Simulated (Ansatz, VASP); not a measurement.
Te2Mo in VASP and in Ansatz

The input INCAR:

```
  PREC = Accurate
  ENCUT = 520
  EDIFF = 1E-6
  ISMEAR = 0
  SIGMA = 0.05
  LREAL = F
  LASPH = T
  NELM = 60
  ALGO = Normal
  ISIF = 2
  LWAVE = F
  LCHARG = T
  LDIPOL = T
  IDIPOL = 3
  DIPOL = 0.5 0.5 0.406
  GGA = PE
  IVDW = 12
  LELF = T
  LVHAR = T
  LVACPOTAV = T
  NBANDS = 35
```

KPOINTS

```
regular mesh
0
Gamma
  9 9 1
```

POSCAR

```
Te2Mo
1.0
    3.5038816881      0.0000000000      0.0000000000
   -1.7519408440      3.0344505538      0.0000000000
    0.0000000000      0.0000000000     24.7677198395
Te Mo
4 2
Direct
    0.3333333333      0.6666666667      0.1816881017
    0.3333333333      0.6666666667      0.3284056818
    0.3333333333      0.8333333333      0.4830424438
    0.3333333333      0.8333333333      0.6297600240
    0.6666666667      0.3333333333      0.2550468917
    0.6666666667      0.5000000000      0.5564012339
```

Input for Ansatz:

```yaml
crystal:
  lattice:
    - [3.5038816881, 0.0, 0.0]
    - [-1.751940844, 3.0344505538, 0.0]
    - [0.0, 0.0, 24.7677198395]
  atoms:
    - { symbol: Te, position: [0.3333333333, 0.6666666667, 0.1816881017] }
    - { symbol: Mo, position: [0.6666666667, 0.3333333333, 0.2550468917] }
    - { symbol: Te, position: [0.3333333333, 0.6666666667, 0.3284056818] }
    - { symbol: Te, position: [0.3333333333, 0.8333333333, 0.4830424438] }
    - { symbol: Mo, position: [0.6666666667, 0.5, 0.5564012339] }
    - { symbol: Te, position: [0.3333333333, 0.8333333333, 0.629760024] }
basis:
  ecutwfc: 420
kpoints:
  mp_grid: { grid: [9, 9, 1] }
hamiltonian:
  xc: pbe
  pseudopotentials: { kind: paw, azcp: { folder: soft_1 } }
  dispersion: d3bj
scf:
  occupations: { method: gaussian, width: 0.05 }
output:
  forces: true
  eigenvalues: true
efield:
  axis: 3
  dipole_correction: true
  ramp_width: 0.04
```

Alike in both runs: task single point; functional PBE; dispersion D3(BJ); k mesh 9 × 9 × 1; occupations gaussian, width 0.05 eV; no spin polarisation.

```csv
,VASP,Ansatz
version,VASP 6.6.1,Ansatz 0.2.0
potentials or method,"VASP PAW PBE potentials, release 64 (Te, Mo_sv), cutoff 520 eV","scalar-relativistic, plane waves, PAW"
valence electrons in the cell,52,92
```

VASP gave:

* gap on the k mesh at the Fermi level (eV): 1.12
* least direct gap on the mesh (eV): 1.15
* rms of the force components (eV/Å): 0.019

**Question.** What did Ansatz give for the same quantities?

**Answer.** gap on the k mesh at the Fermi level (eV): 1.12; least direct gap on the mesh (eV): 1.15; rms of the force components (eV/Å): 0.022.

VASP's potentials hold 52 valence electrons a cell and Ansatz's 92, so a difference there can come from the potentials and not from the codes.

Neither program's run includes spin-orbit coupling.
